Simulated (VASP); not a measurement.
Write the native input for VASP 6.6.1 that does the following.

```
Task                   : single point
Functional             : PBEsol
Potentials or basis    : VASP PAW PBE potentials, release 64 (Zn, Se)
Cutoff                 : 520 eV
k mesh                 : 11 × 11 × 11
Occupations            : fermi-dirac, width 0.08 eV
Spin                   : no spin polarisation
Dipole correction      : no
Further INCAR settings : ALGO = Normal; EDIFF = 1e-07; NBANDS = 16
```

The structure of ZnSe (zincblende type) lies in POSCAR:

```
ZnSe
1.0
    0.0000000000      2.6993132393      2.6993132393
    2.6993132393      0.0000000000      2.6993132393
    2.6993132393      2.6993132393      0.0000000000
Zn Se
1 1
Direct
    0.0000000000      0.0000000000      0.0000000000
    0.2500000000      0.2500000000      0.2500000000
```

This cell differs from its parent crystal: volume scaled by 0.88.

One way to write it, as run:

INCAR

```
PREC = Accurate ; ENCUT = 520
EDIFF = 1E-7 ; ISMEAR = -1
SIGMA = 0.08 ; LREAL = F
LASPH = T ; NELM = 60
ALGO = Normal ; ISIF = 2
LWAVE = F ; LCHARG = F
GGA = PS ; NBANDS = 16
```

KPOINTS

```
Automatic mesh
0
Gamma
  11 11 11
```

Potentials or basis: VASP PAW PBE potentials, release 64 (Zn, Se).

Run with:

```bash
$ cat potpaw_PBE.64/Zn/POTCAR potpaw_PBE.64/Se/POTCAR > POTCAR
$ mpirun -np 1 vasp_std > vasp.out
```

Results of the run:

* Pressure: 11.6 GPa
* Band gap on the k mesh: 1.78 eV, direct

Caveat: the PAW data sets were made with another functional, which shifts forces and pressure a little.

Wall time 14 s on 1 thread of Intel(R) Xeon(R) 6975P-C (Granite Rapids), with other jobs on the host, peak memory 0.18 GiB.
